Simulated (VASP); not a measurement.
Here is a VASP 6.6.1 calculation.

Contents of INCAR:

```
  ALGO = Normal
  EDIFF = 1E-6
  ENCUT = 520
  GGA = PE
  ISIF = 2
  ISMEAR = -1
  LASPH = True
  LCHARG = False
  LREAL = False
  LWAVE = False
  NBANDS = 16
  NELM = 100
  PREC = Accurate
  SIGMA = 0.1
```

The input KPOINTS:

```
k-points
0
Gamma
  13 13 7
```

The input POSCAR:

```
SiC
1.0
    2.6767476539      0.0000000000      0.0000000000
   -1.3383738269      2.3181314678      0.0000000000
    0.0000000000      0.0000000000      4.3330711094
Si C
2 2
Direct
    0.3333333333      0.6666666667     -0.0015490620
    0.6666666667      0.3333333333      0.4984509380
    0.3333333333      0.6666666667      0.3775490620
    0.6666666667      0.3333333333      0.8775490620
```

Potentials or basis: VASP PAW PBE potentials, release 64 (Si, C).

Command:

```sh
$ cat potpaw_PBE.64/Si/POTCAR potpaw_PBE.64/C/POTCAR > POTCAR
$ mpirun -np 1 vasp_std > vasp.out
```

Task: What does it give for the pressure?

Result: 219.6 GPa.

Task: Estimate the band gap on the k mesh.

Result: 1.51 eV (least direct gap 4.82 eV).

Task: Estimate the largest force.

Result: 0.005 eV/Å.

Forces on the atoms (eV/Å):
```
Si   0.000  0.000 -0.005
Si   0.000  0.000 -0.005
C    0.000  0.000  0.005
C    0.000  0.000  0.005
```

Caveat: the cell stands under pressure. A k mesh can miss the band edges.
